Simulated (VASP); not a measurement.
Here is a VASP 6.6.1 calculation.

INCAR

```
PREC = Accurate
ENCUT = 600
EDIFF = 1E-6
ISMEAR = 0
SIGMA = 0.1
LREAL = False
LASPH = True
NELM = 60
ALGO = Normal
ISIF = 3
LWAVE = False
LCHARG = False
GGA = PE
IBRION = 2
NSW = 100
EDIFFG = -0.01
```

The input KPOINTS:

```
regular mesh
0
Gamma
  8 8 6
```

Contents of POSCAR:

```
SnTe3
1.0
    4.5097244197      0.0000000000      0.0000000000
    0.0000000000      4.5097244197      0.0000000000
    0.0000000000      0.0000000000      6.5286270342
Sn Te
1 3
Direct
    0.0000000000      0.0000000000      0.0000000000
    0.5000000000      0.5000000000      0.0000000000
    0.5000000000      0.5000000000      0.5000000000
    0.0000000000      0.0000000000      0.5000000000
```

Potentials or basis: VASP PAW PBE potentials, release 64 (Sn_d, Te).

The run is started by

```sh
$ cat potpaw_PBE.64/Sn_d/POTCAR potpaw_PBE.64/Te/POTCAR > POTCAR
$ mpirun -np 1 vasp_std > vasp.out
```

**Question.** What does it give for the relaxed cell?

**Answer.** a = 4.490 Å, b = 4.490 Å, c = 6.521 Å, α = 90.00°, β = 90.00°, γ = 90.00°.

**Question.** What does it give for the relaxed volume?

**Answer.** 32.87 Å³/atom.

**Question.** Predict the space group after relaxing (to 0.1 Å).

**Answer.** P4/mmm (No. 123).

Step by step:
```tsv
step	energy change (eV)	largest force (eV/Å)	pressure (GPa)	volume (Å³)
1	0.0000	0.0000	-0.42	132.78
2	-0.0019	0.0000	0.14	131.12
3	-0.0021	0.0000	0.00	131.48
```
